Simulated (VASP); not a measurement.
# Ti (P6_3/mmc) in VASP: notebook

Ti is run at these levels: LDA, revPBE, RPBE; tasks: single point.

All numbers are computed with VASP 6.6.1; they aren't measurements. Logs are shortened: lines on timing, memory, paths and dates and some standing lists are left out, and cuts for length are marked.

## (1) The cell of the first run

It takes space group P6_3/mmc (No. 194, hexagonal). The conventional cell has a = 2.950 Å, b = 2.950 Å, c = 4.680 Å, α = 90.00°, β = 90.00°, γ = 120.00°. Within 3.8 Å of Ti (site symmetry -6m2) lie 12 Ti at 2.89 to 2.95 Å.

## (2) Single point, LDA

Input file INCAR:

```
SYSTEM = Ti
PREC = Accurate
ENCUT = 520
EDIFF = 1E-6
ISMEAR = -1
SIGMA = 0.05
LREAL = .FALSE.
LASPH = .TRUE.
NELM = 100
ALGO = Normal
ISIF = 2
LWAVE = .FALSE.
LCHARG = .FALSE.
GGA = CA
NBANDS = 19
```

Input file KPOINTS:

```
Automatic mesh
0
G
  10 10 6
  0 0 0
```

Input file POSCAR:

```
Ti
1.0
    2.9500000000      0.0000000000      0.0000000000
   -1.4750000000      2.5547749412      0.0000000000
    0.0000000000      0.0000000000      4.6800000000
Ti
2
Direct
    0.6666666667      0.3333333333      0.7500000000
    0.3333333333      0.6666666667      0.2500000000
```

Potentials or basis: VASP PAW LDA potentials, release 64 (Ti_sv).

Launch:

```bash
$ cat potpaw_LDA.64/Ti_sv/POTCAR > POTCAR
$ mpirun -np 1 vasp_std > vasp.out
```

OUTCAR:

```text
SYSTEM = Ti
   PREC = Accurate
   ENCUT = 520
   EDIFF = 1E-6
   ISMEAR = -1
   LREAL = .FALSE.
   LASPH = .TRUE.
   NELM = 100
   ISIF = 2
   GGA = CA

 ion  position               nearest neighbor table
   1  0.667  0.333  0.750-   2 2.89   2 2.89   2 2.89   2 2.89   2 2.89   2 2.89
   2  0.333  0.667  0.250-   1 2.89   1 2.89   1 2.89   1 2.89   1 2.89   1 2.89

  LATTYP: Found a hexagonal cell.
 ALAT       =     2.9500000000
 C/A-ratio  =     1.5864406780

  Lattice vectors:

 A1 = (   2.9500000000,   0.0000000000,   0.0000000000)
 A2 = (  -1.4750000000,   2.5547749412,   0.0000000000)
 A3 = (   0.0000000000,   0.0000000000,   4.6800000000)

Analysis of symmetry for initial positions (statically):
=====================================================================
 Subroutine PRICEL returns:
 Original cell was already a primitive cell.

 Routine SETGRP: Setting up the symmetry group for a
 hexagonal supercell.

 Subroutine GETGRP returns: Found 24 space group operations
 (whereof 12 operations were pure point group operations)
 out of a pool of 24 trial point group operations.

The static configuration has the point symmetry D_3d.
 The point group associated with its full space group is D_6h.

Analysis of symmetry for dynamics (positions and initial velocities):
=====================================================================
 Subroutine PRICEL returns:
 Original cell was already a primitive cell.

 Routine SETGRP: Setting up the symmetry group for a
 hexagonal supercell.

 Subroutine GETGRP returns: Found 24 space group operations
 (whereof 12 operations were pure point group operations)
 out of a pool of 24 trial point group operations.

The dynamic configuration has the point symmetry D_3d.
 The point group associated with its full space group is D_6h.

 Subroutine INISYM returns: Found 24 space group operations
 (whereof 12 operations are pure point group operations),
 and found     1 'primitive' translations

----------------------------------------------------------------------------------------

                                     Primitive cell

  volume of cell :      35.2712

  direct lattice vectors                    reciprocal lattice vectors
     2.950000000  0.000000000  0.000000000     0.338983051  0.195711956  0.000000000
    -1.475000000  2.554774941  0.000000000     0.000000000  0.391423911  0.000000000
     0.000000000  0.000000000  4.680000000     0.000000000  0.000000000  0.213675214

[... 81 lines left out ...]
   ENCUT  =  520.0 eV  38.22 Ry    6.18 a.u.   5.49  5.49  8.70*2*pi/ulx,y,z
   NELM   =    100;   NELMIN=  2; NELMDL= -5     # of ELM steps
   EDIFF  = 0.1E-05   stopping-criterion for ELM
   LREAL  =      F    real-space projection
   EDIFFG = 0.1E-04   stopping-criterion for IOM
   NSW    =      0    number of steps for IOM
   IBRION =     -1    ionic relax: 0-MD 1-quasi-New 2-CG
   NFREE  =      0    steps in history (QN), initial steepest desc. (CG)
   ISIF   =      2    stress and relaxation
   ISYM   =      2    0-nonsym 1-usesym 2-fastsym
   POTIM  = 0.5000    time-step for ionic-motion
   TEBEG  =    0.0;   TEEND  =   0.0 temperature during run
   PSTRESS=    0.0 pullay stress
   NELECT =      24.0000    total number of electrons
   NUPDOWN=      -1.0000    fix difference up-down
   EMIN   =  10.00;   EMAX   =-10.00  energy-range for DOS
   EFERMI =   0.00;   METHOD = LEGACY
   ISMEAR =    -1;   SIGMA  =   0.05  broadening in eV -4-tet -1-fermi 0-gaus
   EFERMI_NEDOS =   21; number of points for ismear=-14 and -15
   IALGO  =     38    algorithm
   IMIX   =      4    mixing-type and parameters
     AMIX     =   0.40;   BMIX     =  1.00
     AMIX_MAG =   1.60;   BMIX_MAG =  1.00
  volume/ion in A,a.u.               =      17.64       119.01
  Fermi-wavevector in a.u.,A,eV,Ry     =   1.439920  2.721055 28.209912  2.073370
  Thomas-Fermi vector in A             =   2.558722
   LORBIT       =      0    0 simple, 1 ext, 2 COOP (PROOUT), +10 PAW based schemes
   GGA     = CA    functional components
   LHFCALC =     F    Hartree Fock is set to
   AEXX    =    0.0000 exact exchange contribution
   IVDW    =     0    specifies the selected vdW correction
   LEPSILON=     F    determine dielectric tensor
   LRPA    =     F    only Hartree local field effects (RPA)
 non-spin polarized calculation
  energy-cutoff  :      520.00
  volume of cell :       35.27
 maximum number of plane-waves:       973
 NGX is ok and might be reduce to    24
   NGX = 11   NGY = 11   NGZ = 17

 number of electron      24.0000002 magnetization

 Free energy of the ion-electron system (eV)
  ---------------------------------------------------
  ext. energy  EPLUGINS =         0.00000000
  ---------------------------------------------------
  free energy    TOTEN  =       -17.00484850 eV

  energy without entropy =      -16.98388102  energy(sigma->0) =      -16.99436476

 E-fermi :   7.9190     XC(G=0): -11.7111

 val. band max:        7.9063935617   @ k =   0.3000   0.2000   0.5000
 cond. band min:       7.9269207268   @ k =   0.1000   0.0000   0.1667
 fundamental gap:      0.0205271651
 Fermi energy:         7.9189992207

 k-point     1 :       0.0000    0.0000    0.0000
  band No.  band energies     occupation
      1     -48.2557      2.00000
      2     -48.1203      2.00000
      3     -25.2210      2.00000
      4     -24.5854      2.00000
      5     -24.5854      2.00000
      6     -24.5261      2.00000
[... 505 lines left out ...]
      6     -24.7317      2.00000
[... 11 lines left out ...]
     18      11.2740      0.00000
     19      11.9995      0.00000

 [... further k-points ...]

------------------------ aborting loop because EDIFF is reached ----------------------------------------

  FORCE on cell =-STRESS in cart. coord.  units (eV):
  Direction    XX          YY          ZZ          XY          YZ          ZX
  --------------------------------------------------------------------------------------
  -------------------------------------------------------------------------------------
  Total       -2.1123284     -2.1123284     -2.2685763      0.0000000      0.0000000      0.0000000
  in kB      -95.9514426    -95.9514426   -103.0489240      0.0000000      0.0000000      0.0000000
  external PRESSURE =     -98.3172697 kB  Pullay stress =       0.0000000 kB

 VOLUME and BASIS-vectors are now :
 -----------------------------------------------------------------------------
  energy-cutoff  :      520.00
  volume of cell :       35.27
      direct lattice vectors                 reciprocal lattice vectors
     2.950000000  0.000000000  0.000000000     0.338983051  0.195711956  0.000000000
    -1.475000000  2.554774941  0.000000000     0.000000000  0.391423911  0.000000000
     0.000000000  0.000000000  4.680000000     0.000000000  0.000000000  0.213675214

 POSITION                                       TOTAL-FORCE (eV/Angst)
 -----------------------------------------------------------------------------------
      1.47500      0.85159      3.51000        -0.000000      0.000000      0.000000
     -0.00000      1.70318      1.17000         0.000000     -0.000000      0.000000
 -----------------------------------------------------------------------------------
    total drift:                               -0.000000      0.000000     -0.000000

  FREE ENERGIE OF THE ION-ELECTRON SYSTEM (eV)
  ---------------------------------------------------
  free  energy   TOTEN  =       -17.0048484992 eV

  energy  without entropy=      -16.9838810200  energy(sigma->0) =      -16.99436476
```

It took 22 s on 1 thread of Intel Xeon 6975P-C, shared host; peak memory 0.16 GiB.

Results:

```
Free energy            : -17.0048 eV
Pressure               : -9.8 GPa
Band gap on the k mesh : zero (band 12 reaches 8.67 eV, above the bottom of band 13 at 7.73 eV)
```

## (3) Single point, revPBE

Input file INCAR:

```
  PREC = Accurate
  ENCUT = 520
  EDIFF = 1E-7
  ISMEAR = -1
  SIGMA = 0.05
  LREAL = F
  LASPH = T
  NELM = 100
  ALGO = Fast
  ISIF = 2
  LWAVE = F
  LCHARG = F
  GGA = RE
  NBANDS = 19
```

Input file KPOINTS:

```
regular mesh
0
Gamma
  10 10 6
```

POSCAR is that of step 2.

Potentials or basis: VASP PAW PBE potentials, release 64 (Ti_sv).

Launch:

```bash
$ cat potpaw_PBE.64/Ti_sv/POTCAR > POTCAR
$ mpirun -np 1 vasp_std > vasp.out
```

OUTCAR:

```text
PREC = Accurate
   ENCUT = 520
   EDIFF = 1E-7
   ISMEAR = -1
   LREAL = F
   LASPH = T
   NELM = 100
   ISIF = 2
   GGA = RE

 ion  position               nearest neighbor table
   1  0.667  0.333  0.750-   2 2.89   2 2.89   2 2.89   2 2.89   2 2.89   2 2.89
   2  0.333  0.667  0.250-   1 2.89   1 2.89   1 2.89   1 2.89   1 2.89   1 2.89

  LATTYP: Found a hexagonal cell.
 ALAT       =     2.9500000000
 C/A-ratio  =     1.5864406780

  Lattice vectors:

 A1 = (   2.9500000000,   0.0000000000,   0.0000000000)
[... 191 lines left out ...]
      3     -25.2484      2.00000
      4     -24.6388      2.00000
      5     -24.6388      2.00000
      6     -24.5813      2.00000
[... 505 lines left out ...]
      6     -24.7791      2.00000
[... 11 lines left out ...]
     18      11.6152      0.00000
     19      12.3148      0.00000

 [... further k-points ...]
[... 5 lines left out ...]
  --------------------------------------------------------------------------------------
  -------------------------------------------------------------------------------------
  Total        0.1162693      0.1162693      0.0431556      0.0000000      0.0000000      0.0000000
  in kB        5.2814746      5.2814746      1.9603209      0.0000000      0.0000000      0.0000000
  external PRESSURE =       4.1744234 kB  Pullay stress =       0.0000000 kB

 VOLUME and BASIS-vectors are now :
 -----------------------------------------------------------------------------
  energy-cutoff  :      520.00
  volume of cell :       35.27
      direct lattice vectors                 reciprocal lattice vectors
     2.950000000  0.000000000  0.000000000     0.338983051  0.195711956  0.000000000
    -1.475000000  2.554774941  0.000000000     0.000000000  0.391423911  0.000000000
     0.000000000  0.000000000  4.680000000     0.000000000  0.000000000  0.213675214

 POSITION                                       TOTAL-FORCE (eV/Angst)
 -----------------------------------------------------------------------------------
      1.47500      0.85159      3.51000        -0.000000      0.000000      0.000000
     -0.00000      1.70318      1.17000         0.000000     -0.000000      0.000000
 -----------------------------------------------------------------------------------
    total drift:                               -0.000000      0.000000     -0.000000

  FREE ENERGIE OF THE ION-ELECTRON SYSTEM (eV)
  ---------------------------------------------------
  free  energy   TOTEN  =       -15.0454314075 eV

  energy  without entropy=      -15.0261747577  energy(sigma->0) =      -15.03580308
```

OSZICAR:

```text
N       E                     dE             d eps       ncg     rms          rms(c)
DAV:   1     0.266381635792E+03    0.26638E+03   -0.13073E+04  2128   0.157E+03
DAV:   2     0.134963811654E+02   -0.25289E+03   -0.24908E+03  2197   0.443E+02
DAV:   3    -0.158243846209E+02   -0.29321E+02   -0.29013E+02  3994   0.124E+02
[... 40 lines left out ...]
RMM:  44    -0.150454311459E+02   -0.11206E-06   -0.13816E-06  1951   0.454E-03    0.133E-02
RMM:  45    -0.150454312462E+02   -0.10027E-06   -0.13185E-06  1713   0.415E-03    0.131E-02
RMM:  46    -0.150454312960E+02   -0.49758E-07   -0.10477E-06  2303   0.459E-03    0.125E-02
RMM:  47    -0.150454313708E+02   -0.74851E-07   -0.10273E-06  2207   0.466E-03    0.107E-02
RMM:  48    -0.150454314075E+02   -0.36660E-07   -0.78056E-07  2119   0.475E-03
   1 F= -.15045431E+02 E0= -.15035803E+02  d E =-.192566E-01
```

It took 93 s on 1 thread of Intel Xeon 6975P-C, shared host; peak memory 0.17 GiB.

What came out:

```yaml
Free_energy: -15.0454 eV
Pressure: 0.4 GPa
Band_gap_on_the_k_mesh: zero (band 12 reaches 9.03 eV, above the bottom of band 13 at 8.02 eV)
```

Caveat: the PAW data sets were made with another functional, which shifts forces and pressure a little.

## (4) Single point, RPBE

This run uses another cell than the first one, of 17.91 Å³/atom, 1.016 times its volume.

Input file INCAR:

```
SYSTEM = Ti
PREC = Accurate
ENCUT = 520
EDIFF = 1E-7
ISMEAR = -1
SIGMA = 0.05
LREAL = .FALSE.
LASPH = .TRUE.
NELM = 100
ALGO = Normal
ISIF = 2
LWAVE = .FALSE.
LCHARG = .FALSE.
GGA = RP
NBANDS = 19
```

Input file KPOINTS:

```
regular mesh
0
G
  10 10 6
  0 0 0
```

Input file POSCAR:

```
Ti
1.0
    2.9679195524      0.0000000000      0.0000000000
   -1.4839597762      2.5702937287      0.0000000000
    0.0000000000      0.0000000000      4.6954858115
Ti
2
Direct
    0.6666666667      0.3333333333      0.7500000000
    0.3333333333      0.6666666667      0.2500000000
```

Launch:

```bash
$ cat potpaw_PBE.64/Ti_sv/POTCAR > POTCAR
$ mpirun -np 1 vasp_std > vasp.out
```

Wall time 27 s (1 thread of Intel Xeon 6975P-C, shared host); peak memory 0.17 GiB.

It converged, with:

| Item | Value |
| --- | --- |
| Free energy | -14.8853 eV |
| Pressure | -0.3 GPa |
| Band gap on the k mesh | zero (band 12 reaches 8.90 eV, above the bottom of band 13 at 7.88 eV) |

Levels at points of the mesh, in eV from the Fermi level:
```
           k point  band 10  band 11  band 12  band 13  band 14  band 15
(0.00, 0.00, 0.00)    -2.61     0.68     0.77     0.77     0.88     1.25
(0.50, 0.00, 0.00)    -2.06    -1.76    -0.68     0.49     0.62     1.15
(0.00, 0.00, 0.50)    -4.33     0.09     0.09     0.68     0.68     0.68
(0.50, 0.00, 0.50)    -2.45    -0.77    -0.77     1.23     1.23     1.69
```

Caveat: the PAW data sets were made with another functional, which shifts forces and pressure a little.

## (5) Overview

```tsv
level	potentials or basis	cell	gap on the mesh (eV)	pressure (GPa)
LDA	VASP PAW LDA potentials, release 64 (Ti_sv)	a = 2.950, b = 2.950, c = 4.680 Å, angles 90.0, 90.0, 120.0°, 2 atoms	none	-9.8
revPBE	VASP PAW PBE potentials, release 64 (Ti_sv)	a = 2.950, b = 2.950, c = 4.680 Å, angles 90.0, 90.0, 120.0°, 2 atoms	none	0.4
RPBE	VASP PAW PBE potentials, release 64 (Ti_sv)	a = 2.968, b = 2.968, c = 4.695 Å, angles 90.0, 90.0, 120.0°, 2 atoms	none	-0.3
```

Alike in all rows: task single point; no spin polarisation; k mesh 10 × 10 × 6; cutoff (eV) 520; smearing fermi-dirac 0.05 eV.

Caveats: the PAW data sets were made with another functional, which shifts forces and pressure a little (some runs).

Absolute energies hang on the potentials; compare differences alone.
